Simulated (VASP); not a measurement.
A run of VASP 6.6.1 is set up as follows.

File INCAR:

```
SYSTEM = Si
  PREC = Accurate
  ENCUT = 520
  EDIFF = 1E-6
  ISMEAR = 0
  SIGMA = 0.03
  LREAL = .False.
  LASPH = .True.
  NELM = 80
  ALGO = Normal
  ISIF = 2
  LWAVE = .False.
  LCHARG = .False.
  GGA = CA
  NBANDS = 16
```

KPOINTS

```
regular mesh
0
Gamma
  12 12 6
  0 0 0
```

File POSCAR:

```
Si
1.0
    3.9087888130      0.0000000000      0.0000000000
   -1.9543944065      3.3851104101      0.0000000000
    0.0000000000      0.0000000000      5.9487856945
Si
4
Direct
    0.3333333333      0.6666666667      0.0582655800
    0.6666666667      0.3333333333      0.5582655800
    0.3333333333      0.6666666667      0.4417344200
    0.6666666667      0.3333333333      0.9417344200
```

Potentials or basis: VASP PAW LDA potentials, release 64 (Si).

Launch:

```bash
$ cat potpaw_LDA.64/Si/POTCAR > POTCAR
$ mpirun -np 1 vasp_std > vasp.out
```

(1) What does it give for the pressure?

(2) Predict the band gap on the k mesh.

(3) What does it give for the largest force?

Answers

(1) 0.5 GPa.

(2) zero (bands 8 and 9 overlap by 0.16 eV).

(3) 0.263 eV/Å.

Caveat: semilocal functionals underestimate gaps, so a narrow gap can read as zero.
